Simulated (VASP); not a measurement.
Runs of VASP 6.6.1 on Os. The structure is that of space group P6_3/mmc (No. 194), or close to it. The cells are those of the table. 

```tsv
task	cell	gap on the mesh (eV)	pressure (GPa)
single point	a = 2.789, b = 2.789, c = 4.320 Å, angles 90.0, 90.0, 120.0°, 2 atoms	none	-17.3
single point	a = 2.761, b = 2.761, c = 4.320 Å, angles 90.0, 90.0, 120.0°, 2 atoms	none	-10.3
electric field gradients	a = 2.789, b = 2.789, c = 4.320 Å, angles 90.0, 90.0, 120.0°, 2 atoms	none	-17.3
single point	a = 2.707, b = 2.707, c = 4.320 Å, angles 90.0, 90.0, 120.0°, 2 atoms	none	6.7
single point	a = 2.679, b = 2.679, c = 4.320 Å, angles 90.0, 90.0, 120.0°, 2 atoms	none	(a)
```

Alike in all rows: level PBEsol; potentials or basis VASP PAW PBE potentials, release 64 (Os); no spin polarisation; k mesh 17 × 17 × 10; cutoff (eV) 520; smearing fermi-dirac 0.08 eV.

Q: Fill in the values left out.

A: (a) 16.7.

Caveats: the PAW data sets were made with another functional, which shifts forces and pressure a little; spin-orbit coupling is left out, which moves the levels of the heavy elements; the stress differs along the axes, from -20 to -12 GPa (at least some runs); the cell stands under tension (at least some runs); the stress differs along the axes, from 2 to 9 GPa (at least some runs); the stress differs along the axes, from 8 to 21 GPa (at least some runs).

A k mesh can miss the band edges, and the runs leave out spin-orbit coupling on Os.

A gap of «none» marks levels without a gap at the run's occupations.
